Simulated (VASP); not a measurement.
PbO2: single point with LDA

Crystal: PbO2.

```xyz
6
Lattice="4.9529 0.0000 0.0000 0.0000 4.9529 0.0000 0.0000 0.0000 3.3945" Properties=species:S:1:pos:R:3 pbc="T T T"
Pb    0.0000    0.0000    0.0000
Pb    2.4765    2.4765    1.6973
O     1.5232    1.5232    0.0000
O     3.9996    0.9533    1.6973
O     0.9533    3.9996    1.6973
O     3.4297    3.4297    0.0000
```

| Item | Value |
| --- | --- |
| Program | VASP 6.6.1 |
| Task | single point |
| Functional | LDA |
| Potentials or basis | VASP PAW LDA potentials, release 64 (Pb_d, O) |
| Cutoff | 520 eV |
| k mesh | 6 × 6 × 8 |
| Occupations | gaussian, width 0.05 eV |
| Spin | no spin polarisation |

The pressure is -0.7 GPa. The largest force is 0.010 eV/Å and the band gap on the k mesh is 0.11 eV (least direct gap 0.16 eV).

Forces on the atoms (eV/Å):
```
Pb   0.000  0.000  0.000
Pb   0.000  0.000  0.000
O   -0.007 -0.007  0.000
O   -0.007  0.007  0.000
O    0.007 -0.007  0.000
O    0.007  0.007  0.000
```

Levels at points of the mesh, in eV from the valence-band top:
```
           k point  band 23  band 24  band 25  band 26  band 27  band 28  band 29  band 30
(0.00, 0.00, 0.00)    -0.61    -0.61    -0.60    -0.60     0.11     4.30     5.74     5.74
(0.50, 0.00, 0.00)    -0.64    -0.64    -0.38    -0.38     2.53     2.53     6.34     6.34
(0.50, 0.50, 0.00)    -0.66    -0.66    -0.47    -0.47     2.93     2.93     6.69     6.69
(0.00, 0.00, 0.50)    -1.16    -1.16    -0.79    -0.79     3.85     3.85     8.81     8.81
(0.50, 0.00, 0.50)    -0.80    -0.80    -0.17    -0.17     4.18     4.18     7.29     7.29
(0.50, 0.50, 0.50)    -0.68    -0.68    -0.52    -0.52     2.90     2.90     8.17     8.17
```

Run time: 2.9 min on 1 thread of Intel Xeon 8259CL, on a shared host, peak memory 0.24 GiB.

Caveat: spin-orbit coupling is left out, which moves the levels of the heavy elements. A k mesh can miss the band edges.
